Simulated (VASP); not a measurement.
Crystal: P.

```xyz
2
Lattice="0.0000 2.7804 2.7804 2.7804 0.0000 2.7804 2.7804 2.7804 0.0000" Properties=species:S:1:pos:R:3 pbc="T T T"
P     0.0000    0.0000    0.0000
P     1.3902    1.3902    1.3902
```

This isn't the form of P at room conditions, which is orthorhombic.

- Program: VASP 6.6.1
- Task: relaxation of cell and atoms
- Functional: PBE
- Potentials or basis: VASP PAW PBE potentials, release 64 (P)
- Cutoff: 600 eV
- k mesh: 18 × 18 × 18
- Occupations: gaussian, width 0.1 eV
- Spin: no spin polarisation

At the start: pressure -1.8 GPa; volume 21.49 Å³/atom.

Task: Where does the relaxation end?

Result: Over 3 steps the energy falls by 5.4 meV/atom and the volume is 20.57 Å³/atom (-4.3 %); space group Fd-3m (No. 227, to 0.1 Å) before and after.

Step by step:
```
step  energy change (eV)  largest force (eV/Å)  pressure (GPa)  volume (Å³)
   1              0.0000                0.0000           -1.79        42.99
   2             -0.0102                0.0000           -0.40        41.51
   3             -0.0107                0.0000           -0.02        41.13
```

Final structure:
```
P
1.0
     0.00000    2.73979    2.73979
     2.73979    0.00000    2.73979
     2.73979    2.73979    0.00000
P
2
Direct
  0.00000 0.00000 0.00000
  0.25000 0.25000 0.25000
```
